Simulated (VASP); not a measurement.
# ZnSnN2 (P-4m2) in VASP: a series of runs, part 2 of 2

VASP 6.6.1. The steps go on from the part before.

## 3. Single point, r2SCAN (volume changed by +3%)

Contents of POSCAR:

```
ZnSnN2
1.0
    3.4155076662      0.0000000000      0.0000000000
    0.0000000000      3.4155076662      0.0000000000
    0.0000000000      0.0000000000      4.7461746462
Zn N Sn
1 2 1
Direct
    0.0000000000      0.0000000000      0.0000000000
    0.0000000000      0.5000000000      0.2448435878
    0.5000000000      0.0000000000      0.7551564122
    0.5000000000      0.5000000000      0.5000000000
```

Contents of INCAR.step1:

```
  ALGO = Normal
  EDIFF = 1E-4
  ENCUT = 520
  GGA = PE
  ISMEAR = -1
  LASPH = T
  LCHARG = F
  LREAL = F
  LWAVE = T
  NBANDS = 26
  NELM = 80
  PREC = Accurate
  SIGMA = 0.02
```

Contents of INCAR.step2:

```
  ALGO = Normal
  EDIFF = 1E-7
  ENCUT = 520
  ISIF = 2
  ISMEAR = -1
  ISTART = 1
  LASPH = T
  LCHARG = T
  LELF = T
  LMIXTAU = T
  LREAL = F
  LVHAR = T
  LWAVE = F
  METAGGA = R2SCAN
  NBANDS = 26
  NELM = 80
  PREC = Accurate
  SIGMA = 0.02
```

Contents of KPOINTS:

```
k-points
0
Gamma
  6 6 4
```

Potentials or basis: VASP PAW PBE potentials, release 64 (Zn, N, Sn_d).

Run with:

```bash
> cat potpaw_PBE.64/Zn/POTCAR potpaw_PBE.64/N/POTCAR potpaw_PBE.64/Sn_d/POTCAR > POTCAR
> cp INCAR.step1 INCAR
> mpirun -np 1 vasp_std > vasp.out
> cp INCAR.step2 INCAR
> mpirun -np 1 vasp_std > vasp.out
```

It took 87 s on 1 thread of Intel Xeon 6975P-C (Granite Rapids), shared host; peak memory 0.19 GiB.

Results (log left out):

```yaml
Free_energy: -52.2936 eV
Pressure: -4.0 GPa
Largest_force: 0.094 eV/Å
Band_gap_on_the_k_mesh: 0.24 eV, direct
```

Forces in eV/Å, atoms in the order of the input:
```
Zn   0.000  0.000  0.000
N    0.000  0.000  0.094
N    0.000  0.000 -0.094
Sn   0.000  0.000  0.000
```

Stress tensor (GPa, compression positive):
```
-4.06  0.00  0.00
 0.00 -4.06  0.00
 0.00  0.00 -3.82
```

Levels at points of the mesh, in eV from the valence-band top:
```
           k point  band 15  band 16  band 17  band 18  band 19  band 20  band 21  band 22
(0.00, 0.00, 0.00)    -2.95     0.00     0.00     0.00     0.24     3.00     6.50     9.52
(0.50, 0.00, 0.00)    -2.99    -2.68    -1.73    -0.55     4.11     5.91     6.51     7.67
(0.50, 0.50, 0.00)    -3.42    -2.56    -2.56    -1.89     3.17     3.17     5.39     7.66
(0.00, 0.00, 0.50)    -2.09    -2.09    -0.95    -0.95     3.09     3.59     7.27     7.60
(0.50, 0.00, 0.50)    -1.73    -1.17    -0.67    -0.49     2.79     4.60     7.35     7.73
(0.50, 0.50, 0.50)    -3.50    -3.50    -3.34    -2.82     5.63     5.63     6.17     9.07
```

Caveat: the PAW data sets were made with another functional, which shifts forces and pressure a little; spin-orbit coupling is left out, which moves the levels of the heavy elements.

## 4. Single point, r2SCAN (volume changed by +6%)

Contents of POSCAR:

```
ZnSnN2
1.0
    3.4483511008      0.0000000000      0.0000000000
    0.0000000000      3.4483511008      0.0000000000
    0.0000000000      0.0000000000      4.7918137406
Zn N Sn
1 2 1
Direct
    0.0000000000      0.0000000000      0.0000000000
    0.0000000000      0.5000000000      0.2448435878
    0.5000000000      0.0000000000      0.7551564122
    0.5000000000      0.5000000000      0.5000000000
```

Contents of INCAR.step1:

```
  PREC = Accurate
  ENCUT = 520
  ISMEAR = -1
  SIGMA = 0.02
  LREAL = F
  LASPH = T
  NELM = 80
  NBANDS = 26
  GGA = PE
  ALGO = Normal
  EDIFF = 1E-4
  LWAVE = T
  LCHARG = F
```

Contents of INCAR.step2:

```
  PREC = Accurate
  ENCUT = 520
  EDIFF = 1E-6
  ISMEAR = -1
  SIGMA = 0.02
  LREAL = F
  LASPH = T
  NELM = 80
  ALGO = Normal
  ISIF = 2
  LWAVE = F
  LCHARG = T
  METAGGA = R2SCAN
  LMIXTAU = T
  LELF = T
  LVHAR = T
  NBANDS = 26
  ISTART = 1
```

Contents of KPOINTS:

```
Automatic mesh
0
Gamma
  6 6 4
```

Run with:

```bash
> cat potpaw_PBE.64/Zn/POTCAR potpaw_PBE.64/N/POTCAR potpaw_PBE.64/Sn_d/POTCAR > POTCAR
> cp INCAR.step1 INCAR
> mpirun -np 1 vasp_std > vasp.out
> cp INCAR.step2 INCAR
> mpirun -np 1 vasp_std > vasp.out
```

Wall time 82 s (1 thread of Intel Xeon 6975P-C (Granite Rapids), shared host); peak memory 0.2 GiB.

Results (log left out):

```
Free energy            : -52.2352 eV
Pressure               : -7.7 GPa
Largest force          : 0.179 eV/Å
Band gap on the k mesh : 0.13 eV, direct
```

Forces in eV/Å, atoms in the order of the input:
```
Zn   0.000  0.000  0.000
N    0.000  0.000  0.179
N    0.000  0.000 -0.179
Sn   0.000  0.000  0.000
```

Stress tensor (GPa, compression positive):
```
-7.88  0.00  0.00
 0.00 -7.88  0.00
 0.00  0.00 -7.40
```

Levels at points of the mesh, in eV from the valence-band top:
```csv
k point,band 16,band 17,band 18,band 19,band 20,band 21
"(0.00, 0.00, 0.00)",0.00,0.00,0.00,0.13,2.98,6.34
"(0.50, 0.00, 0.00)",-2.62,-1.69,-0.52,3.93,5.78,6.45
"(0.50, 0.50, 0.00)",-2.48,-2.48,-1.80,3.15,3.15,5.19
"(0.00, 0.00, 0.50)",-2.03,-0.91,-0.91,3.00,3.51,7.15
"(0.50, 0.00, 0.50)",-1.14,-0.64,-0.46,2.63,4.48,7.24
"(0.50, 0.50, 0.50)",-3.36,-3.29,-2.71,5.57,5.57,5.93
```

Caveat: the PAW data sets were made with another functional, which shifts forces and pressure a little; spin-orbit coupling is left out, which moves the levels of the heavy elements.

## 5. Single point, r2SCAN

Contents of POSCAR:

```
ZnSnN2
1.0
    3.3820201404      0.0000000000      0.0000000000
    0.0000000000      3.3820201404      0.0000000000
    0.0000000000      0.0000000000      4.6996405255
Zn N Sn
1 2 1
Direct
    0.0000000000      0.0000000000      0.0000000000
    0.0000000000      0.5000000000      0.2448435878
    0.5000000000      0.0000000000      0.7551564122
    0.5000000000      0.5000000000      0.5000000000
```

Contents of INCAR.step1:

```
SYSTEM = ZnSnN2
ALGO     = Normal         ! electronic algorithm
EDIFF    = 1E-4           ! SCF threshold, eV
ENCUT    = 520            ! plane-wave cutoff, eV
GGA      = PE             ! functional
ISMEAR   = -1             ! smearing method
LASPH    = .TRUE.         ! aspherical terms in the spheres
LCHARG   = .FALSE.        ! write CHGCAR
LREAL    = .FALSE.        ! projectors in reciprocal space
LWAVE    = .TRUE.         ! write WAVECAR
NBANDS   = 26             ! bands
NELM     = 60             ! most SCF steps
PREC     = Accurate       ! precision mode
SIGMA    = 0.02           ! smearing width, eV
```

Contents of INCAR.step2:

```
SYSTEM = ZnSnN2
ALGO     = Normal         ! electronic algorithm
EDIFF    = 1E-7           ! SCF threshold, eV
ENCUT    = 520            ! plane-wave cutoff, eV
ISIF     = 2              ! what is computed and relaxed
ISMEAR   = -1             ! smearing method
ISTART   = 1            
LASPH    = .TRUE.         ! aspherical terms in the spheres
LCHARG   = .FALSE.        ! write CHGCAR
LMIXTAU  = .TRUE.       
LREAL    = .FALSE.        ! projectors in reciprocal space
LWAVE    = .FALSE.        ! write WAVECAR
METAGGA  = R2SCAN         ! meta-GGA
NBANDS   = 26             ! bands
NELM     = 60             ! most SCF steps
PREC     = Accurate       ! precision mode
SIGMA    = 0.02           ! smearing width, eV
```

Contents of KPOINTS:

```
k-points
0
G
  8 8 6
  0 0 0
```

Run with:

```bash
> cat potpaw_PBE.64/Zn/POTCAR potpaw_PBE.64/N/POTCAR potpaw_PBE.64/Sn_d/POTCAR > POTCAR
> cp INCAR.step1 INCAR
> mpirun -np 1 vasp_std > vasp.out
> cp INCAR.step2 INCAR
> mpirun -np 1 vasp_std > vasp.out
```

Wall time 2.5 min (1 thread of Intel Xeon 6975P-C (Granite Rapids), shared host); peak memory 0.23 GiB.

The run converged. Its results:

```yaml
Free_energy: -52.3154 eV
Pressure: 0.5 GPa
Largest_force: 0.011 eV/Å
Band_gap_on_the_k_mesh: 0.34 eV, direct
```

Forces in eV/Å, atoms in the order of the input:
```
Zn   0.000  0.000  0.000
N    0.000  0.000 -0.011
N    0.000  0.000  0.011
Sn   0.000  0.000  0.000
```

Levels at points of the mesh, in eV from the valence-band top:
| k point | band 14 | band 15 | band 16 | band 17 | band 18 | band 19 | band 20 | band 21 | band 22 | band 23 |
| --- | --- | --- | --- | --- | --- | --- | --- | --- | --- | --- |
| (0.00, 0.00, 0.00) | -3.06 | -3.06 | 0.00 | 0.00 | 0.00 | 0.34 | 3.02 | 6.66 | 9.71 | 9.71 |
| (0.50, 0.00, 0.00) | -4.30 | -3.09 | -2.74 | -1.77 | -0.59 | 4.30 | 6.04 | 6.58 | 7.77 | 9.17 |
| (0.50, 0.50, 0.00) | -4.31 | -3.54 | -2.65 | -2.65 | -1.99 | 3.18 | 3.18 | 5.60 | 7.78 | 10.64 |
| (0.00, 0.00, 0.50) | -2.89 | -2.15 | -2.15 | -1.00 | -1.00 | 3.18 | 3.68 | 7.39 | 7.80 | 10.22 |
| (0.50, 0.00, 0.50) | -5.08 | -1.77 | -1.21 | -0.70 | -0.52 | 2.96 | 4.73 | 7.47 | 7.85 | 9.05 |
| (0.50, 0.50, 0.50) | -3.98 | -3.63 | -3.63 | -3.38 | -2.94 | 5.69 | 5.69 | 6.42 | 9.33 | 9.94 |

Caveat: the PAW data sets were made with another functional, which shifts forces and pressure a little; spin-orbit coupling is left out, which moves the levels of the heavy elements.

## 6. The runs side by side

| cell | k mesh | gap on the mesh (eV) | pressure (GPa) | largest force (eV/Å) |
| --- | --- | --- | --- | --- |
| a = 3.382, b = 3.382, c = 4.700 Å, 4 atoms | 6 × 6 × 4 | 0.34 | 0.5 | 0.01 |
| a = 3.416, b = 3.416, c = 4.746 Å, 4 atoms | 6 × 6 × 4 | 0.24 | -4.0 | 0.09 |
| a = 3.448, b = 3.448, c = 4.792 Å, 4 atoms | 6 × 6 × 4 | 0.13 | -7.7 | 0.18 |
| a = 3.382, b = 3.382, c = 4.700 Å, 4 atoms | 8 × 8 × 6 | 0.34 | 0.5 | 0.01 |

Alike in all rows: task single point; level r2SCAN; potentials or basis VASP PAW PBE potentials, release 64 (Zn, N, Sn_d); no spin polarisation; cutoff (eV) 520; smearing fermi-dirac 0.02 eV.

Caveats: the PAW data sets were made with another functional, which shifts forces and pressure a little; spin-orbit coupling is left out, which moves the levels of the heavy elements.

Total energies depend on the potentials used, so only differences within one code and one set of settings carry meaning.
